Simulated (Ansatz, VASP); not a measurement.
**Two plane-wave programs on AlAs**

```
Al As
1.0
     0.00000    2.83892    2.83892
     2.83892    0.00000    2.83892
     2.83892    2.83892    0.00000
Al As
1 1
Direct
  0.00000 0.00000 0.00000
  0.25000 0.25000 0.25000
```

Alike in both runs: task single point; functional r2SCAN; k mesh 6 × 6 × 6; no spin polarisation.

|  | VASP | Ansatz |
| --- | --- | --- |
| version | VASP 6.6.1 | Ansatz 0.2.0 |
| potentials or method | VASP PAW PBE potentials, release 64 (Al, As) | plane waves, PAW |
| plane-wave cutoff (eV) | 550 | 500 |
| occupations | gaussian, width 0.01 eV | fixed |
| valence electrons in the cell | 8 | 18 |

```tsv
	VASP	Ansatz	Ansatz less VASP
gap on the k mesh at the Fermi level (eV)	1.80	1.81	+0.009
```

VASP's potentials were made for PBE, not for r2SCAN. VASP's potentials hold 8 valence electrons a cell and Ansatz's 18, so a difference there can come from the potentials and not from the codes.
